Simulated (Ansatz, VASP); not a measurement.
**NaW: VASP beside Ansatz**

```
Na W
1.0
     2.75432    0.00000    0.00000
    -1.37716    2.38531    0.00000
     0.00000    0.00000    5.93850
Na W
1 1
Direct
  0.00000 0.00000 0.50000
  0.00000 0.00000 0.00000
```

Alike in both runs: functional PBE; k mesh 24 × 24 × 10; occupations gaussian, width 0.1 eV; no spin polarisation.

Ansatz relaxed the structure, and its values are those at the end. VASP's run is a single point on that final structure, the one shown.

```csv
,VASP,Ansatz
version,VASP 6.6.1,Ansatz 0.2.0
potentials or method,"VASP PAW PBE potentials, release 64 (Na_pv, W_sv), cutoff 520 eV","scalar-relativistic, plane waves, PAW"
valence electrons in the cell,21,23
```

|  | VASP | Ansatz | Ansatz less VASP |
| --- | --- | --- | --- |
| gap on the k mesh at the Fermi level (eV) | none | none | - |
| pressure (GPa) | 0.2 | 0.0 | -0.19 |

A gap of «none» marks a metal or a gap that the smearing closes. The functional is the same, so the differences come from potentials, cutoffs and numerics. VASP's potentials hold 21 valence electrons a cell and Ansatz's 23, so a difference there can come from the potentials and not from the codes.

Neither program's run includes spin-orbit coupling.
